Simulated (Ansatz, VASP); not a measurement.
Os in VASP and in Ansatz

File INCAR:

```
SYSTEM = Os
ALGO = Normal
EDIFF = 1E-7
ENCUT = 520
GGA = CA
ISIF = 2
ISMEAR = -1
LASPH = .TRUE.
LCHARG = .TRUE.
LELF = .TRUE.
LREAL = .FALSE.
LVHAR = .TRUE.
LWAVE = .FALSE.
NBANDS = 19
NELM = 100
PREC = Accurate
SIGMA = 0.1
```

The input KPOINTS:

```
k-points
0
G
  10 10 13
  0 0 0
```

POSCAR

```
Os
1.0
    4.2655792858      0.0000000000      0.0000000000
   -2.1327896429      3.6941000234      0.0000000000
    0.0000000000      0.0000000000      2.6793231528
Os
3
Direct
    1.0000000000      0.0000000000      1.0000000000
    0.3333333333      0.6666666667      0.5000000000
    0.6666666667      0.3333333333      0.5000000000
```

Input for Ansatz:

```yaml
crystal:
  lattice:
    - [4.2655792858, 0.0, 0.0]
    - [-2.1327896429, 3.6941000234, 0.0]
    - [0.0, 0.0, 2.6793231528]
  atoms:
    - { symbol: Os, position: [1.0, 0.0, 1.0] }
    - { symbol: Os, position: [0.3333333333, 0.6666666667, 0.5] }
    - { symbol: Os, position: [0.6666666667, 0.3333333333, 0.5] }
hamiltonian:
  xc: lda
  pseudopotentials:
    kind: paw
    azcp:
      Os: "pseudopotentials/Os.paw.azcp"
basis:
  ecutwfc: 420
  fft_grid_basis: typed
kpoints:
  mp_grid: { grid: [10, 10, 13], shift: [0, 0, 0] }
magnetization:
  spin_polarized: false
scf:
  occupations: { method: fermi_dirac, width: 0.1 }
  lower_state_search: "off"
output:
  stress: true
```

Alike in both runs: task single point; functional LDA; k mesh 10 × 10 × 13; occupations fermi-dirac, width 0.1 eV; no spin polarisation.

|  | VASP | Ansatz |
| --- | --- | --- |
| version | VASP 6.6.1 | Ansatz 0.2.0 |
| potentials or method | VASP PAW LDA potentials, release 64 (Os), cutoff 520 eV | plane waves (420 eV) with PAW, scalar-relativistic |
| valence electrons in the cell | 24 | 48 |

```csv
,VASP,Ansatz,Ansatz less VASP
pressure (GPa),0.7,0.0,-0.72
"traceless stress, the component that is largest in VASP (GPa)",0.77,0.61,-0.167
```

Ansatz warns that its potentials were made for another functional, while VASP's fit it. LDA's correlation is that of Perdew and Zunger in VASP and of Perdew and Wang (1992) in Ansatz. VASP's potentials hold 24 valence electrons a cell and Ansatz's 48, so a difference there can come from the potentials and not from the codes.

Neither program's run includes spin-orbit coupling.
